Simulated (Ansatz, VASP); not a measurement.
TePb in VASP and in Ansatz

The input POSCAR:

```
TePb
1.0
    0.0000000000      3.2678368488      3.2678368488
    3.2678368488      0.0000000000      3.2678368488
    3.2678368488      3.2678368488      0.0000000000
Pb Te
1 1
Direct
    0.0000000000      0.0000000000      0.0000000000
    0.5000000000      0.5000000000      0.5000000000
```

Contents of INCAR.step1:

```
ALGO = Normal ; EDIFF = 1E-5
ENCUT = 520 ; GGA = PE
ISIF = 2 ; ISMEAR = 0
LASPH = T ; LREAL = F
LWAVE = T ; NBANDS = 17
NELM = 60 ; PREC = Accurate
SIGMA = 0.01
```

The input INCAR.step2:

```
ALGO = Normal ; EDIFF = 1E-6
ENCUT = 520 ; GGA = PE
HFSCREEN = 0.2079 ; ISIF = 2
ISMEAR = 0 ; ISTART = 1
LASPH = T ; LCHARG = T
LELF = T ; LHFCALC = T
LREAL = F ; LVHAR = T
LWAVE = F ; NBANDS = 17
NELM = 60 ; PREC = Accurate
PRECFOCK = Normal ; SIGMA = 0.01
```

The input KPOINTS:

```
k-points
0
Gamma
  6 6 6
```

Input for Ansatz:

```yaml
crystal:
  lattice:
    - [0.0, 3.2678368488, 3.2678368488]
    - [3.2678368488, 0.0, 3.2678368488]
    - [3.2678368488, 3.2678368488, 0.0]
  atoms:
    - { symbol: Pb, position: [0.0, 0.0, 0.0] }
    - { symbol: Te, position: [0.5, 0.5, 0.5] }
kpoints:
  mp_grid: { grid: [6, 6, 6] }
  band_path:
    path:
      - [0.0, 0.0, 0.0]
      - [0.5, 0.0, 0.5]
      - [0.625, 0.25, 0.625]
      - [0.375, 0.375, 0.75]
      - [0.5, 0.5, 0.5]
      - [0.5, 0.25, 0.75]
      - [0.0, 0.0, 0.5]
    npoints: 1
hamiltonian:
  xc: hse06
scf:
  occupations: { method: fixed }
  n_extra_bands: 4
output:
  forces: true
  stress: true
  eigenvalues: true
```

Alike in both runs: task single point; functional HSE06; k mesh 6 × 6 × 6; no spin polarisation.

|  | VASP | Ansatz |
| --- | --- | --- |
| version | VASP 6.6.1 | Ansatz 0.2.0 |
| potentials or method | VASP PAW PBE potentials, release 64 (Pb_d, Te) | plane waves, PAW |
| plane-wave cutoff (eV) | 520 | 420 |
| occupations | gaussian, width 0.01 eV | fixed |
| valence electrons in the cell | 20 | 30 |

```tsv
	VASP	Ansatz	Ansatz less VASP
gap on the k mesh at the Fermi level (eV)	1.16	1.20	+0.036
pressure (GPa)	-0.5	-0.3	+0.20
```

VASP's potentials hold 20 valence electrons a cell and Ansatz's 30, so a difference there can come from the potentials and not from the codes. Ansatz's warnings: stress exchange threshold loose, stress scf threshold loose.

Neither program's run includes spin-orbit coupling.
